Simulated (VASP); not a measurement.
# C (P6_3/mmc) in VASP: notebook, part 2 of 2

VASP 6.6.1. Earlier steps stand in the parts before.

### 4 Relaxation of cell and atoms, PBE

This run uses another cell than the first one, of 10.28 Å³/atom.

INCAR

```
PREC = Accurate
ENCUT = 1300
EDIFF = 1E-7
ISMEAR = 0
SIGMA = 0.1
LREAL = False
LASPH = True
NELM = 120
ALGO = Normal
ISIF = 3
LWAVE = False
LCHARG = False
GGA = PE
IBRION = 2
NSW = 100
EDIFFG = -0.005
GGA_COMPAT = False
NELMIN = 4
```

KPOINTS

```
Automatic mesh
0
Gamma
  18 18 6
```

POSCAR

```
C
1.0
    2.4672912616      0.0000000000      0.0000000000
   -1.2336456308      2.1367369111      0.0000000000
    0.0000000000      0.0000000000      7.8030730000
C
4
Direct
    0.0000000000      0.0000000000      0.2500000000
    0.0000000000      0.0000000000      0.7500000000
    0.3333333300      0.6666666700      0.2500000000
    0.6666666700      0.3333333300      0.7500000000
```

Potentials or basis: VASP PAW PBE potentials, release 64 (C_h).

The run is started by

```sh
cat potpaw_PBE.64/C_h/POTCAR > POTCAR
mpirun -np 1 vasp_std > vasp.out
```

OUTCAR:

```text
PREC = Accurate
   ENCUT = 1300
   EDIFF = 1E-7
   ISMEAR = 0
   LREAL = False
   LASPH = True
   NELM = 120
   ISIF = 3
   GGA = PE
   IBRION = 2
   NSW = 100
   EDIFFG = -0.005
   NELMIN = 4

 ion  position               nearest neighbor table
   1  0.000  0.000  0.250-   3 1.42   3 1.42   3 1.42
   2  0.000  0.000  0.750-   4 1.42   4 1.42   4 1.42
   3  0.333  0.667  0.250-   1 1.42   1 1.42   1 1.42
   4  0.667  0.333  0.750-   2 1.42   2 1.42   2 1.42

  LATTYP: Found a hexagonal cell.
 ALAT       =     2.4672912616
 C/A-ratio  =     3.1626071561

  Lattice vectors:

 A1 = (   2.4672912616,   0.0000000000,   0.0000000000)
 A2 = (  -1.2336456308,   2.1367369111,   0.0000000000)
 A3 = (   0.0000000000,   0.0000000000,   7.8030730000)

Analysis of symmetry for initial positions (statically):
=====================================================================
 Subroutine PRICEL returns:
 Original cell was already a primitive cell.

 Routine SETGRP: Setting up the symmetry group for a
 hexagonal supercell.

 Subroutine GETGRP returns: Found 24 space group operations
 (whereof 12 operations were pure point group operations)
 out of a pool of 24 trial point group operations.

The static configuration has the point symmetry D_3d.
 The point group associated with its full space group is D_6h.

Analysis of symmetry for dynamics (positions and initial velocities):
=====================================================================
 Subroutine PRICEL returns:
 Original cell was already a primitive cell.

 Routine SETGRP: Setting up the symmetry group for a
 hexagonal supercell.

 Subroutine GETGRP returns: Found 24 space group operations
 (whereof 12 operations were pure point group operations)
 out of a pool of 24 trial point group operations.

The dynamic configuration has the point symmetry D_3d.
 The point group associated with its full space group is D_6h.

 Subroutine INISYM returns: Found 24 space group operations
 (whereof 12 operations are pure point group operations),
 and found     1 'primitive' translations

----------------------------------------------------------------------------------------
[... 150 lines left out ...]

  FORCE on cell =-STRESS in cart. coord.  units (eV):
  Direction    XX          YY          ZZ          XY          YZ          ZX
  --------------------------------------------------------------------------------------
  -------------------------------------------------------------------------------------
  Total       -0.1559279     -0.1559279      0.0775889      0.0000000      0.0000000      0.0000000
  in kB       -6.0729176     -6.0729176      3.0218492      0.0000000      0.0000000      0.0000000
  external PRESSURE =      -3.0413286 kB  Pullay stress =       0.0000000 kB
[... 95 lines left out ...]
  FREE ENERGIE OF THE ION-ELECTRON SYSTEM (eV)
  ---------------------------------------------------
  free  energy   TOTEN  =       -36.9730704089 eV

  energy  without entropy=      -36.9722094281  energy(sigma->0) =      -36.97263992

 E-fermi :   3.9712     XC(G=0):  -9.2471

 val. band max:        3.9704100830   @ k =   0.3333   0.3333   0.1667
 cond. band min:       3.9722906168   @ k =   0.3333   0.3333   0.3333
 fundamental gap:      0.0018805338
 Fermi energy:         3.9712446771

 k-point     1 :       0.0000    0.0000    0.0000
  band No.  band energies     occupation
      1     -15.5818      2.00000
      2     -15.5104      2.00000
      3      -4.0092      2.00000
      4      -3.2454      2.00000
      5       0.9187      2.00000
      6       0.9187      2.00000
      7       0.9214      2.00000
      8       0.9214      2.00000
      9       7.2846      0.00000
     10      11.3069      0.00000
     11      12.2803      0.00000
     12      12.2807      0.00000
[... 333 lines left out ...]
      1     -10.8887      2.00000
      2     -10.8427      2.00000
      3      -8.2549      2.00000
      4      -8.2205      2.00000
      5      -3.2808      2.00000
      6      -3.2666      2.00000
      7       1.2320      2.00000
      8       1.6527      2.00000
      9       5.9628      0.00000
     10       6.2784      0.00000
     11      12.5467      0.00000
     12      12.6683      0.00000

 [... further k-points ...]

[... ionic steps 4 to 15 ...]

--------------------------------------- Ionic step       16  -------------------------------------------

 number of electron      16.0000000 magnetization

------------------------ aborting loop because EDIFF is reached ----------------------------------------
[... 71 lines left out ...]
--------------------------------------- Ionic step       18  -------------------------------------------

 number of electron      16.0000000 magnetization

 Free energy of the ion-electron system (eV)
  ---------------------------------------------------
  ext. energy  EPLUGINS =         0.00000000
  ---------------------------------------------------
  free energy    TOTEN  =       -36.97510971 eV

  energy without entropy =      -36.97410124  energy(sigma->0) =      -36.97460547

 E-fermi :   3.5153     XC(G=0):  -8.8717

 val. band max:        3.5148908847   @ k =   0.3333   0.3333   0.1667
 cond. band min:       3.5156917984   @ k =   0.3333   0.3333   0.3333
 fundamental gap:      0.0008009137
 Fermi energy:         3.5153323050

 k-point     1 :       0.0000    0.0000    0.0000
  band No.  band energies     occupation
      1     -16.0278      2.00000
      2     -15.9869      2.00000
      3      -4.3578      2.00000
      4      -3.8299      2.00000
      5       0.4595      2.00000
      6       0.4595      2.00000
      7       0.4608      2.00000
      8       0.4608      2.00000
      9       6.6345      0.00000
     10      10.0683      0.00000
     11      11.8242      0.00000
     12      11.8242      0.00000
[... 376 lines left out ...]
  FREE ENERGIE OF THE ION-ELECTRON SYSTEM (eV)
  ---------------------------------------------------
  free  energy   TOTEN  =       -36.9751097079 eV

  energy  without entropy=      -36.9741012380  energy(sigma->0) =      -36.97460547

 reached required accuracy - stopping structural energy minimisation
```

OSZICAR:

```text
N       E                     dE             d eps       ncg     rms          rms(c)
DAV:   1     0.118197893464E+03    0.11820E+03   -0.13134E+04  3552   0.248E+03
DAV:   2    -0.271975275593E+02   -0.14540E+03   -0.13353E+03  5560   0.318E+02
[... 157 lines left out ...]
DAV:   1    -0.369754845925E+02   -0.38960E-03   -0.13482E-02  3620   0.115E+00    0.750E-02
DAV:   2    -0.369752247371E+02    0.25986E-03   -0.30565E-04  3600   0.161E-01    0.409E-02
DAV:   3    -0.369751091244E+02    0.11561E-03   -0.38254E-04  3860   0.138E-01    0.877E-03
DAV:   4    -0.369751093723E+02   -0.24787E-06   -0.91545E-06  3912   0.285E-02    0.421E-03
DAV:   5    -0.369751096976E+02   -0.32527E-06   -0.11893E-06  4008   0.134E-02    0.953E-04
DAV:   6    -0.369751097079E+02   -0.10275E-07   -0.22062E-08  2992   0.176E-03
  18 F= -.36975110E+02 E0= -.36974605E+02  d E =-.263843E-04
```

It took 32 min on 1 thread of Intel Xeon 6975P-C (Granite Rapids), shared host; peak memory 0.44 GiB.

Results:

```yaml
Free_energy: -36.9751 eV
Relaxed_volume: 11.08 Å³/atom
Relaxed_cell: a = 2.466 Å, b = 2.466 Å, c = 8.412 Å, α = 90.00°, β = 90.00°, γ = 120.00°
Space_group_after_relaxing_to_0.1_Å: P6_3/mmc (No. 194)
Energy_gained_by_relaxing: 0.5 meV/atom
Ionic_steps: 18
Pressure_after_relaxing: 0.0 GPa
Band_gap_on_the_k_mesh: zero (filled and empty bands touch)
```

Step by step:
```
step  energy change (eV)  largest force (eV/Å)  pressure (GPa)  volume (Å³)
   1              0.0000                0.0000           -0.30        41.14
   2              0.0003                0.0000            1.03        41.02
   3             -0.0001                0.0000            0.15        41.10
   4             -0.0002                0.0000            0.15        41.13
   5             -0.0004                0.0000            0.13        41.23
   6             -0.0007                0.0000            0.06        41.43
   7             -0.0012                0.0000           -0.05        41.83
   8             -0.0018                0.0000           -0.25        42.62
   9             -0.0019                0.0000           -0.62        44.21
  10             -0.0020                0.0000           -0.56        44.23
  11             -0.0021                0.0000           -0.43        44.29
  12             -0.0021                0.0000           -0.13        44.42
  13             -0.0021                0.0000           -0.11        44.44
  14             -0.0021                0.0000           -0.11        44.43
  15             -0.0021                0.0000           -0.11        44.43
  16             -0.0021                0.0000           -0.10        44.42
  17             -0.0021                0.0000           -0.09        44.38
  18             -0.0022                0.0000           -0.05        44.31
```

Final structure:
```
C
1.0
     2.46615    0.00000    0.00000
    -1.23307    2.13575    0.00000
     0.00000    0.00000    8.41233
C
4
Direct
  0.00000 0.00000 0.25000
  0.00000 0.00000 0.75000
  0.33333 0.66667 0.25000
  0.66667 0.33333 0.75000
```

Caveat: this functional lacks dispersion, which binds layers or chains, so the pressure and a relaxed spacing across them are unreliable.

### 5 Overview

```tsv
potentials or basis	cell	cutoff (eV)	gap on the mesh (eV)	pressure (GPa)	relaxed volume (Å³/atom)
VASP PAW PBE potentials, release 64 (C)	relaxed from a = 2.467, b = 2.467, c = 8.465 Å, angles 90.0, 90.0, 120.0°, 4 atoms	600	none	-0.1	10.48
VASP PAW PBE potentials, release 64 (C_h)	relaxed from a = 2.467, b = 2.467, c = 8.465 Å, angles 90.0, 90.0, 120.0°, 4 atoms	1300	none	0.0	11.14
VASP PAW PBE potentials, release 64 (C_h)	relaxed from a = 2.467, b = 2.467, c = 7.803 Å, angles 90.0, 90.0, 120.0°, 4 atoms	1300	none	0.0	11.08
```

Alike in all rows: task relaxation of cell and atoms; level PBE; no spin polarisation; k mesh 18 × 18 × 6; smearing gaussian 0.1 eV.

Caveats: this functional lacks dispersion, which binds layers or chains, so the pressure and a relaxed spacing across them are unreliable.

Absolute energies hang on the potentials; compare differences alone.
